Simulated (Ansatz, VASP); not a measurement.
# One calculation of HfSiO4, two programs

POSCAR

```
HfSiO4
1.0
    0.0000000000      3.1282651944      3.1282651944
    3.1282651944      0.0000000000      3.1282651944
    3.1282651944      3.1282651944      0.0000000000
Hf Si O
1 1 4
Direct
    0.2500000000      0.2500000000      0.2500000000
    0.0000000000      0.0000000000      0.0000000000
    0.6236990886      0.6236990886      0.6236990886
    0.6236990886      0.6236990886      0.1289027343
    0.6236990886      0.1289027343      0.6236990886
    0.1289027343      0.6236990886      0.6236990886
```

The input INCAR.step1:

```
PREC = Accurate
ENCUT = 520
ISMEAR = -1
SIGMA = 0.03
LREAL = False
LASPH = True
NELM = 80
NBANDS = 28
GGA = PE
ALGO = Normal
EDIFF = 1E-4
LWAVE = True
LCHARG = False
```

File INCAR.step2:

```
PREC = Accurate
ENCUT = 520
EDIFF = 1E-7
ISMEAR = -1
SIGMA = 0.03
LREAL = False
LASPH = True
NELM = 80
ALGO = Normal
ISIF = 2
LWAVE = False
LCHARG = False
METAGGA = R2SCAN
LMIXTAU = True
LUSE_VDW = True
IVDW_NL = 2
BPARAM = 11.95
CPARAM = 0.0093
NBANDS = 28
ISTART = 1
```

The input KPOINTS:

```
Automatic mesh
0
Gamma
  8 8 8
```

Input for Ansatz:

```yaml
crystal:
  lattice:
    - [0.0, 3.1282651944, 3.1282651944]
    - [3.1282651944, 0.0, 3.1282651944]
    - [3.1282651944, 3.1282651944, 0.0]
  atoms:
    - { symbol: Hf, position: [0.25, 0.25, 0.25] }
    - { symbol: Si, position: [0.0, 0.0, 0.0] }
    - { symbol: O, position: [0.6236990886, 0.6236990886, 0.6236990886] }
    - { symbol: O, position: [0.6236990886, 0.6236990886, 0.1289027343] }
    - { symbol: O, position: [0.6236990886, 0.1289027343, 0.6236990886] }
    - { symbol: O, position: [0.1289027343, 0.6236990886, 0.6236990886] }
kpoints:
  mp_grid: { grid: [8, 8, 8] }
  band_path:
    path:
      - [0.0, 0.0, 0.0]
      - [-0.5, -0.5, 0.0]
      - [-0.375, -0.375, 0.25]
      - [-0.375, 0.0, 0.375]
      - [0.0, 0.0, 0.5]
      - [-0.5, -0.25, 0.25]
    npoints: 1
hamiltonian:
  xc: r2scan
  dispersion: rvv10
scf:
  occupations: { method: fermi_dirac, width: 0.03 }
  n_extra_bands: 5
output:
  forces: true
  stress: true
  eigenvalues: true
  write_density: true
  write_potential: true
  elf: true
  volumetric_format: npy
```

Alike in both runs: task single point; functional r2SCAN; dispersion rVV10; k mesh 8 × 8 × 8; occupations fermi-dirac, width 0.03 eV; no spin polarisation.

|  | VASP | Ansatz |
| --- | --- | --- |
| version | VASP 6.6.1 | Ansatz 0.2.0 |
| potentials or method | VASP PAW PBE potentials, release 64 (Hf_pv, Si, O) | plane waves, PAW |
| plane-wave cutoff (eV) | 520 | 500 |
| valence electrons in the cell | 38 | 54 |

```csv
,VASP,Ansatz,Ansatz less VASP
pressure (GPa),-1.0,-0.1,+0.92
rms of the force components (eV/Å),0.029,0.035,+0.0063
```

VASP's potentials were made for PBE, not for r2SCAN. Atom by atom the forces differ by 0.006 eV/Å (rms over components). VASP's potentials hold 38 valence electrons a cell and Ansatz's 54, so a difference there can come from the potentials and not from the codes.

Neither program's run includes spin-orbit coupling.
